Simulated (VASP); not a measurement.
# BN (P1) in VASP: single point with PBEsol

Aim: the single point of BN with PBEsol.

Everything below comes from runs of VASP 6.6.1. Logs are shortened: lines on timing, memory, paths and dates and some standing lists are left out, and cuts for length are marked.

### 1 The cell of the first run

The typed cell holds 2 atoms: a = 2.508 Å, b = 2.508 Å, c = 3.274 Å, α = 101.11°, β = 101.11°, γ = 119.81°.

### 2 Single point, PBEsol (one atom moved)

Contents of INCAR:

```
  PREC = Accurate
  ENCUT = 520
  EDIFF = 1E-7
  ISMEAR = 0
  SIGMA = 0.02
  LREAL = False
  LASPH = True
  NELM = 80
  ALGO = Normal
  ISIF = 2
  LWAVE = False
  LCHARG = True
  GGA = PS
  LELF = True
  LVHAR = True
  NBANDS = 11
```

Contents of KPOINTS:

```
Automatic mesh
0
Gamma
  14 14 14
```

Contents of POSCAR:

```
BN
1.0
    2.5080409239      0.0000000000      0.0000000000
   -1.2467107647      2.1762310413      0.0000000000
   -0.6306650796     -1.0881155206      3.0225400000
B N
1 1
Direct
    0.9796430000      0.9834990000      0.0018060000
    0.5652727131      0.2867653952      0.9848898203
```

Potentials or basis: VASP PAW PBE potentials, release 64 (B, N).

On the command line:

```
> cat potpaw_PBE.64/B/POTCAR potpaw_PBE.64/N/POTCAR > POTCAR
> mpirun -np 1 vasp_std > vasp.out
```

OUTCAR:

```text
PREC = Accurate
   ENCUT = 520
   EDIFF = 1E-7
   ISMEAR = 0
   LREAL = False
   LASPH = True
   NELM = 80
   ISIF = 2
   GGA = PS

 ion  position               nearest neighbor table
   1  0.980  0.983  0.002-   2 1.29   2 1.51   2 1.56
   2  0.565  0.287  0.985-   1 1.29   1 1.51   1 1.56

  LATTYP: Found a face centered orthorhombic cell.
 ALAT       =     2.5153400000
 B/A-ratio  =     1.7253460765
 C/A-ratio  =     2.4032854405

  Lattice vectors:

 A1 = (  -1.8773758443,   1.0881155207,   3.0225400000)
 A2 = (   0.6306650796,   1.0881155207,   3.0225400000)
 A3 = (  -1.2467107647,   2.1762310413,   0.0000000000)

Analysis of symmetry for initial positions (statically):
=====================================================================
 Subroutine PRICEL returns:
 Original cell was already a primitive cell.

 Routine SETGRP: Setting up the symmetry group for a
 face centered orthorhombic supercell.

 Subroutine GETGRP returns: Found  1 space group operations
 (whereof  1 operations were pure point group operations)
 out of a pool of  8 trial point group operations.

The static configuration has the point symmetry C_1 .

Analysis of symmetry for dynamics (positions and initial velocities):
=====================================================================
 Subroutine PRICEL returns:
 Original cell was already a primitive cell.

 Routine SETGRP: Setting up the symmetry group for a
 face centered orthorhombic supercell.

 Subroutine GETGRP returns: Found  1 space group operations
 (whereof  1 operations were pure point group operations)
 out of a pool of  8 trial point group operations.

The dynamic configuration has the point symmetry C_1 .

 Subroutine INISYM returns: Found  1 space group operations
 (whereof  1 operations are pure point group operations),
 and found     1 'primitive' translations

----------------------------------------------------------------------------------------

                                     Primitive cell

  volume of cell :      16.4973

  direct lattice vectors                    reciprocal lattice vectors
     2.508040924  0.000000000  0.000000000     0.398717577  0.228415773  0.165423783
    -1.246710765  2.176231041  0.000000000     0.000000000  0.459510034  0.165423783
    -0.630665080 -1.088115521  3.022540000     0.000000000  0.000000000  0.330847565

  length of vectors
     2.508040924  2.508040924  3.273756540     0.488379462  0.488379462  0.330847565

  position of ions in fractional coordinates (direct lattice)
     0.979643000  0.983499000  0.001806000
     0.565272713  0.286765395  0.984889820

  ion indices of the primitive-cell ions
   primitive index   ion index
                 1           1
                 2           2

----------------------------------------------------------------------------------------

 KPOINTS: Automatic mesh

Automatic generation of k-mesh.
 Grid dimensions read from file:
 generate k-points for:   14   14   14

 Generating k-lattice:

  Cartesian coordinates                     Fractional coordinates (reciprocal lattice)
     0.028479827  0.016315412  0.011815984     0.071428571 -0.000000000  0.000000000
     0.000000000  0.032822145  0.011815984     0.000000000  0.071428571  0.000000000
     0.000000000  0.000000000  0.023631969     0.000000000  0.000000000  0.071428571

  Length of vectors
     0.034884247  0.034884247  0.023631969

  Shift w.r.t. Gamma in fractional coordinates (k-lattice)
     0.000000000  0.000000000  0.000000000

 Subroutine IBZKPT returns following result:
 ===========================================

 Found   1376 irreducible k-points:

 Following reciprocal coordinates:
            Coordinates               Weight
  0.000000  0.000000  0.000000      1.000000
  0.071429  0.000000  0.000000      2.000000
  0.000000  0.071429 -0.071429      2.000000
  0.000000 -0.071429  0.000000      2.000000
 -0.071429 -0.000000  0.071429      2.000000
  0.142857  0.000000  0.000000      2.000000
[... 16 lines left out ...]
  0.000000  0.428571 -0.428571      2.000000
  0.000000 -0.428571 -0.000000      2.000000
 [... further k-points ...]
   k-points           NKPTS =   1376   k-points in BZ     NKDIM =   1376   number of bands    NBANDS=     11
   number of dos      NEDOS =    301   number of ions     NIONS =      2
   total plane-waves  NPLWV =   9600
   dimension x,y,z NGX =    20 NGY =   20 NGZ =   24
   dimension x,y,z NGXF=    40 NGYF=   40 NGZF=   48
   ions per type =               1   1
   NGX,Y,Z   is equivalent  to a cutoff of  13.26, 13.26, 12.19 a.u.
   NGXF,Y,Z  is equivalent  to a cutoff of  26.51, 26.51, 24.38 a.u.
 SYSTEM =  unknown system
   PREC   = accura    normal or accurate (medium, high low for compatibility)
   ISTART =      0    job   : 0-new  1-cont  2-samecut
   ICHARG =      2    charge: 1-file 2-atom 10-const
   ISPIN  =      1    spin polarized calculation?
   LNONCOLLINEAR =      F non collinear calculations
   LSORBIT =      F    spin-orbit coupling
   LASPH  =      T    aspherical Exc in radial PAW
   ENCUT  =  520.0 eV  38.22 Ry    6.18 a.u.   4.66  4.66  6.09*2*pi/ulx,y,z
   NELM   =     80;   NELMIN=  2; NELMDL= -5     # of ELM steps
   EDIFF  = 0.1E-06   stopping-criterion for ELM
   LREAL  =      F    real-space projection
   EDIFFG = 0.1E-05   stopping-criterion for IOM
   NSW    =      0    number of steps for IOM
   IBRION =     -1    ionic relax: 0-MD 1-quasi-New 2-CG
   NFREE  =      0    steps in history (QN), initial steepest desc. (CG)
   ISIF   =      2    stress and relaxation
   ISYM   =      2    0-nonsym 1-usesym 2-fastsym
   POTIM  = 0.5000    time-step for ionic-motion
   TEBEG  =    0.0;   TEEND  =   0.0 temperature during run
   PSTRESS=    0.0 pullay stress
   NELECT =       8.0000    total number of electrons
   NUPDOWN=      -1.0000    fix difference up-down
   EMIN   =  10.00;   EMAX   =-10.00  energy-range for DOS
   EFERMI =   0.00;   METHOD = LEGACY
   ISMEAR =     0;   SIGMA  =   0.02  broadening in eV -4-tet -1-fermi 0-gaus
   EFERMI_NEDOS =   21; number of points for ismear=-14 and -15
   IALGO  =     38    algorithm
   IMIX   =      4    mixing-type and parameters
     AMIX     =   0.40;   BMIX     =  1.00
     AMIX_MAG =   1.60;   BMIX_MAG =  1.00
  volume/ion in A,a.u.               =       8.25        55.66
  Fermi-wavevector in a.u.,A,eV,Ry     =   1.286178  2.430523 22.507475  1.654253
  Thomas-Fermi vector in A             =   2.418268
   LORBIT       =      0    0 simple, 1 ext, 2 COOP (PROOUT), +10 PAW based schemes
   GGA     = PS    functional components
   LHFCALC =     F    Hartree Fock is set to
   AEXX    =    0.0000 exact exchange contribution
   IVDW    =     0    specifies the selected vdW correction
   LEPSILON=     F    determine dielectric tensor
   LRPA    =     F    only Hartree local field effects (RPA)
 non-spin polarized calculation
 Gauss-broadening in eV      SIGMA  =   0.02
  energy-cutoff  :      520.00
  volume of cell :       16.50
 maximum number of plane-waves:       460
   NGX =  9   NGY =  9   NGZ = 13

 number of electron       8.0000000 magnetization

 Free energy of the ion-electron system (eV)
  ---------------------------------------------------
  ext. energy  EPLUGINS =         0.00000000
  ---------------------------------------------------
  free energy    TOTEN  =       -17.63308608 eV

  energy without entropy =      -17.63308608  energy(sigma->0) =      -17.63308608

 E-fermi :   3.4908     XC(G=0): -10.9000

 val. band max:        3.4120478571   @ k =   0.0000   0.0000   0.5000
 cond. band min:       6.5209136257   @ k =   0.5000   0.0000   0.5000
 fundamental gap:      3.1088657686
 Fermi energy:         3.4907880122

 k-point     1 :       0.0000    0.0000    0.0000
  band No.  band energies     occupation
      1     -14.9515      2.00000
      2      -0.5611      2.00000
      3      -0.0565      2.00000
      4       3.4014      2.00000
      5       8.5907      0.00000
      6      12.2338      0.00000
      7      16.1462      0.00000
      8      16.5889      0.00000
      9      18.9202      0.00000
     10      28.1884      0.00000
     11      29.7595      0.00000

 k-point     2 :       0.0714    0.0000    0.0000
  band No.  band energies     occupation
      1     -14.8500      2.00000
      2      -0.5262      2.00000
      3      -0.3153      2.00000
      4       3.0911      2.00000
      5       8.8263      0.00000
      6      12.7603      0.00000
      7      15.6644      0.00000
      8      16.3555      0.00000
      9      19.2738      0.00000
     10      28.4863      0.00000
     11      29.2978      0.00000

 k-point     3 :       0.0000    0.0714   -0.0714
  band No.  band energies     occupation
      1     -14.8447      2.00000
      2      -0.5075      2.00000
      3      -0.2749      2.00000
      4       3.0101      2.00000
      5       8.8564      0.00000
      6      12.2945      0.00000
      7      15.8674      0.00000
      8      16.8500      0.00000
      9      19.2026      0.00000
     10      28.3862      0.00000
     11      28.6696      0.00000

 k-point     4 :       0.0000   -0.0714    0.0000
  band No.  band energies     occupation
      1     -14.8447      2.00000
      2      -0.5207      2.00000
      3      -0.2599      2.00000
      4       3.0105      2.00000
      5       8.8505      0.00000
      6      12.2934      0.00000
      7      15.8383      0.00000
      8      16.8819      0.00000
      9      19.2075      0.00000
     10      28.4297      0.00000
     11      28.6324      0.00000
[... 239 lines left out ...]
 k-point    22 :       0.4286    0.0000    0.0000
  band No.  band energies     occupation
      1     -12.1520      2.00000
      2      -5.7268      2.00000
      3      -0.2126      2.00000
      4       2.0089      2.00000
      5       7.2061      0.00000
      6      12.9353      0.00000
      7      16.4995      0.00000
      8      20.4556      0.00000
      9      22.5324      0.00000
     10      25.0028      0.00000
     11      26.4945      0.00000

 k-point    23 :       0.0000    0.4286   -0.4286
  band No.  band energies     occupation
      1     -11.9386      2.00000
      2      -5.4461      2.00000
      3      -0.9420      2.00000
      4       1.4407      2.00000
      5       8.4494      0.00000
      6      11.8464      0.00000
      7      16.2437      0.00000
      8      20.4816      0.00000
      9      23.2226      0.00000
     10      24.8296      0.00000
     11      27.0404      0.00000

 k-point    24 :       0.0000   -0.4286   -0.0000
  band No.  band energies     occupation
      1     -11.9373      2.00000
      2      -5.4558      2.00000
      3      -0.9395      2.00000
      4       1.5384      2.00000
      5       8.1216      0.00000
      6      11.8530      0.00000
      7      16.4705      0.00000
      8      20.7036      0.00000
      9      23.4886      0.00000
     10      25.5408      0.00000
     11      26.3486      0.00000

 [... further k-points ...]
[... 5 lines left out ...]
  --------------------------------------------------------------------------------------
  -------------------------------------------------------------------------------------
  Total        2.6685370      0.5504556      0.4748042      2.4731058     -0.1589554     -0.4014462
  in kB      259.1624818     53.4590493     46.1119492    240.1826318    -15.4374024    -38.9875780
  external PRESSURE =     119.5778268 kB  Pullay stress =       0.0000000 kB

 VOLUME and BASIS-vectors are now :
 -----------------------------------------------------------------------------
  energy-cutoff  :      520.00
  volume of cell :       16.50
      direct lattice vectors                 reciprocal lattice vectors
     2.508040924  0.000000000  0.000000000     0.398717577  0.228415773  0.165423783
    -1.246710765  2.176231041  0.000000000     0.000000000  0.459510034  0.165423783
    -0.630665080 -1.088115521  3.022540000     0.000000000  0.000000000  0.330847565

 POSITION                                       TOTAL-FORCE (eV/Angst)
 -----------------------------------------------------------------------------------
      1.22971      2.13836      0.00546        -7.371873     -3.425210     -0.466037
      0.43908     -0.44761      2.97687         7.371873      3.425210      0.466037
 -----------------------------------------------------------------------------------
    total drift:                               -0.000029      0.000029     -0.000198

  FREE ENERGIE OF THE ION-ELECTRON SYSTEM (eV)
  ---------------------------------------------------
  free  energy   TOTEN  =       -17.6330860829 eV

  energy  without entropy=      -17.6330860829  energy(sigma->0) =      -17.63308608
```

It took 5.9 min on 1 thread of Intel Xeon 8259CL, shared host; peak memory 0.34 GiB.

Results:

```
Free energy            : -17.6331 eV
Pressure               : 12.0 GPa
Largest force          : 8.142 eV/Å
Band gap on the k mesh : 3.11 eV (least direct gap 4.10 eV)
```

Forces on the atoms (eV/Å):
```
B   -7.372 -3.425 -0.466
N    7.372  3.425  0.466
```

Stress tensor (GPa, compression positive):
```
25.92 24.02 -3.90
24.02  5.35 -1.54
-3.90 -1.54  4.61
```

Caveat: the cell differs from its parent crystal (one atom moved); the cell stands under pressure; the PAW data sets were made with another functional, which shifts forces and pressure a little.
